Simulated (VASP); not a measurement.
Wanted: the native input for a VASP 6.6.1 run.

| Item | Value |
| --- | --- |
| Task | relaxation of cell and atoms |
| Functional | PBE |
| Potentials or basis | VASP PAW PBE potentials, release 64 (Cu, Mo_sv) |
| Cutoff | 600 eV |
| k mesh | 10 × 10 × 10 |
| Occupations | gaussian, width 0.1 eV |
| Spin | no spin polarisation |
| Dipole correction | no |
| Further INCAR settings | ALGO = Normal; EDIFF = 1e-07; IBRION = 2; EDIFFG = -0.01; NSW = 100; ISIF = 3 |

The structure of Cu2Mo lies in POSCAR:

```
Cu2Mo
1.0
    0.0000000000      3.3913318424      3.3913318424
    3.3913318424      0.0000000000      3.3913318424
    3.3913318424      3.3913318424      0.0000000000
Cu Mo
4 2
Direct
    0.1250000000      0.1250000000      0.1250000000
    0.6250000000      0.1250000000      0.1250000000
    0.1250000000      0.1250000000      0.6250000000
    0.1250000000      0.6250000000      0.1250000000
    0.5000000000      0.5000000000      0.5000000000
    0.7500000000      0.7500000000      0.7500000000
```

These files were run (other wordings do the same):

INCAR

```
PREC = Accurate
ENCUT = 600
EDIFF = 1E-7
ISMEAR = 0
SIGMA = 0.1
LREAL = F
LASPH = T
NELM = 120
ALGO = Normal
ISIF = 3
LWAVE = F
LCHARG = F
GGA = PE
IBRION = 2
NSW = 100
EDIFFG = -0.01
GGA_COMPAT = F
NELMIN = 4
```

KPOINTS

```
regular mesh
0
Gamma
  10 10 10
```

Potentials or basis: VASP PAW PBE potentials, release 64 (Cu, Mo_sv).

The run is started by

```sh
$ cat potpaw_PBE.64/Cu/POTCAR potpaw_PBE.64/Mo_sv/POTCAR > POTCAR
$ mpirun -np 1 vasp_std > vasp.out
```

Results of the run:

```json
{
  "Relaxed volume": "13.01 Å³/atom",
  "Relaxed cell": "a = 4.798 Å, b = 4.798 Å, c = 4.798 Å, α = 60.00°, β = 60.00°, γ = 60.00°",
  "Space group after relaxing (to 0.1 Å)": "Fd-3m (No. 227)",
  "Energy gained by relaxing": "0.0 meV/atom",
  "Ionic steps": "3",
  "Pressure after relaxing": "0.1 GPa",
  "Band gap on the k mesh": "zero (bands 36 and 37 overlap by 0.79 eV)"
}
```

It took 15 min on 1 thread of AMD EPYC 7R13, on a shared host, peak memory 0.31 GiB.
